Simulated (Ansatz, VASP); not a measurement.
Cd3TeSe2: VASP beside Ansatz

```
CELL_PARAMETERS angstrom
4.47359 0.00000 0.00000
-2.23679 3.87424 0.00000
0.00000 0.00000 21.96025
ATOMIC_POSITIONS crystal
Cd 0.33333 0.66667 0.00714
Cd 0.33333 0.66667 0.32660
Cd 0.33333 0.66667 0.66652
Cd 0.66667 0.33333 0.16652
Cd 0.66667 0.33333 0.50714
Cd 0.66667 0.33333 0.82660
Te 0.33333 0.66667 0.45688
Te 0.66667 0.33333 0.95688
Se 0.33333 0.66667 0.12891
Se 0.33333 0.66667 0.78895
Se 0.66667 0.33333 0.28895
Se 0.66667 0.33333 0.62891
```

Alike in both runs: functional PBE; k mesh 6 × 6 × 1; occupations gaussian, width 0.1 eV; no spin polarisation.

Ansatz relaxed the structure, and its values are those at the end. VASP's run is a single point on that final structure, the one shown.

|  | VASP | Ansatz |
| --- | --- | --- |
| version | VASP 6.6.1 | Ansatz 0.2.0 |
| potentials or method | VASP PAW PBE potentials, release 64 (Cd, Te, Se), cutoff 520 eV | scalar-relativistic, plane waves, PAW |
| valence electrons in the cell | 108 | 216 |

|  | VASP | Ansatz | Ansatz less VASP |
| --- | --- | --- | --- |
| gap on the k mesh at the Fermi level (eV) | 0.13 | 0.13 | +0.004 |
| least direct gap on the mesh (eV) | 0.13 | 0.13 | +0.004 |
| pressure (GPa) | 0.4 | 0.2 | -0.19 |
| rms of the force components (eV/Å) | 0.005 | 0.005 | -0.0006 |

VASP's potentials hold 108 valence electrons a cell and Ansatz's 216, so a difference there can come from the potentials and not from the codes.

Spin-orbit coupling is off throughout.
